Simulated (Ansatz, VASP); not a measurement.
# TiO2: VASP beside Ansatz

```xyz
6
Lattice="-1.8921 1.8921 4.8049 1.8921 -1.8921 4.8049 1.8921 1.8921 -4.8049" Properties=species:S:1:pos:R:3 pbc="T T T"
Ti    0.0000    1.8921    2.4024
Ti    0.0000    0.0000    0.0000
O     0.0000    0.0000    7.6100
O     0.0000    1.8921    0.4026
O     0.0000    1.8921    4.4022
O     0.0000    0.0000    1.9998
```

Alike in both runs: task relaxation of the atoms; functional PBE; k mesh 8 × 8 × 8; occupations fermi-dirac, width 0.05 eV; no spin polarisation.

|  | VASP | Ansatz |
| --- | --- | --- |
| version | VASP 6.6.1 | Ansatz 0.2.0 |
| potentials or method | VASP PAW PBE potentials, release 64 (Ti_sv, O) | Ansatz PAW |
| plane-wave cutoff (eV) | 520 | 420 |
| valence electrons in the cell | 48 | 48 |

Ansatz gave:

- gap on the k mesh at the Fermi level, each at its own relaxed structure (eV): 2.16

Which values does VASP return?

gap on the k mesh at the Fermi level, each at its own relaxed structure (eV): 2.14.
